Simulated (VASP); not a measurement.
Wanted: the native input for a VASP 6.6.1 run.

- Task: single point
- Functional: PBE
- Potentials or basis: VASP PAW PBE potentials, release 64 (Ga_d, Mo_sv)
- Cutoff: 520 eV
- k mesh: 7 × 7 × 7
- Occupations: gaussian, width 0.2 eV
- Spin: no spin polarisation
- Dipole correction: no
- Further INCAR settings: ALGO = Normal; EDIFF = 1e-07; NBANDS = 20

The structure of GaMo lies in POSCAR:

```
GaMo
1.0
    0.0000000000      2.8442865865      2.8442865865
    2.8442865865      0.0000000000      2.8442865865
    2.8442865865      2.8442865865      0.0000000000
Ga Mo
1 1
Direct
    0.7500000000      0.7500000000      0.7500000000
    0.0000000000      0.0000000000      0.0000000000
```

One way to write it, as run:

INCAR

```
SYSTEM = GaMo
  ALGO = Normal
  EDIFF = 1E-7
  ENCUT = 520
  GGA = PE
  ISIF = 2
  ISMEAR = 0
  LASPH = .True.
  LCHARG = .True.
  LELF = .True.
  LREAL = .False.
  LVHAR = .True.
  LWAVE = .False.
  NBANDS = 20
  NELM = 80
  PREC = Accurate
  SIGMA = 0.2
```

KPOINTS

```
k-points
0
Gamma
  7 7 7
  0 0 0
```

Potentials or basis: VASP PAW PBE potentials, release 64 (Ga_d, Mo_sv).

Run with:

```bash
$ cat potpaw_PBE.64/Ga_d/POTCAR potpaw_PBE.64/Mo_sv/POTCAR > POTCAR
$ mpirun -np 1 vasp_std > vasp.out
```

It gave:

```yaml
Pressure: 1.0 GPa
```

Wall time 12 s on 1 thread of AMD EPYC 9R45 96-Core Processor (Zen 5), on a shared host, peak memory 0.14 GiB.
